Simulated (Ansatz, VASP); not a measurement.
Hg: VASP beside Ansatz

The input INCAR:

```
PREC = Accurate
ENCUT = 500
EDIFF = 1E-6
ISMEAR = -1
SIGMA = 0.1
LREAL = False
LASPH = True
NELM = 120
ALGO = Normal
ISIF = 2
LWAVE = False
LCHARG = True
GGA = CA
LELF = True
LVHAR = True
NBANDS = 16
GGA_COMPAT = False
```

The input KPOINTS:

```
regular mesh
0
Gamma
  4 4 4
```

POSCAR

```
Hg
1.0
    1.7463233735      1.0082402698      2.1478810803
   -1.7463233735      1.0082402698      2.1478810803
    0.0000000000     -2.0164805396      2.1478810803
Hg
1
Direct
    0.0000000000      1.0000000000      0.0000000000
```

Input for Ansatz:

```yaml
crystal:
  lattice:
    - [1.7463233735, 1.0082402698, 2.1478810803]
    - [-1.7463233735, 1.0082402698, 2.1478810803]
    - [0.0, -2.0164805396, 2.1478810803]
  atoms:
    - { symbol: Hg, position: [0.0, 1.0, 0.0] }
hamiltonian:
  xc: lda
  pseudopotentials:
    kind: paw
    azcp:
      Hg: "pseudopotentials/Hg.paw.azcp"
basis:
  ecutwfc: 420
  fft_grid_basis: typed
kpoints:
  mp_grid: { grid: [4, 4, 4], shift: [0, 0, 0] }
magnetization:
  spin_polarized: false
scf:
  occupations: { method: fermi_dirac, width: 0.1 }
  lower_state_search: "off"
output:
  stress: true
```

Alike in both runs: task single point; functional LDA; k mesh 4 × 4 × 4; occupations fermi-dirac, width 0.1 eV; no spin polarisation.

|  | VASP | Ansatz |
| --- | --- | --- |
| version | VASP 6.6.1 | Ansatz 0.2.0 |
| potentials or method | VASP PAW LDA potentials, release 64 (Hg_sv_GW), cutoff 500 eV | plane waves (420 eV) with PAW, scalar-relativistic |
| valence electrons in the cell | 20 | 20 |

VASP gave:

| Item | Value |
| --- | --- |
| pressure (GPa) | 0.6 |
| traceless stress, the component that is largest in VASP (GPa) | 8.94 |

**Question.** Which values does Ansatz return?

**Answer.** Pressure (GPa): 1.8; traceless stress, the component that is largest in VASP (GPa): 8.63.

Ansatz warns that its potentials were made for another functional, while VASP's fit it. LDA's correlation is that of Perdew and Zunger in VASP and of Perdew and Wang (1992) in Ansatz.

The k mesh is coarse, so the values compare programs but aren't converged. Neither program's run includes spin-orbit coupling.
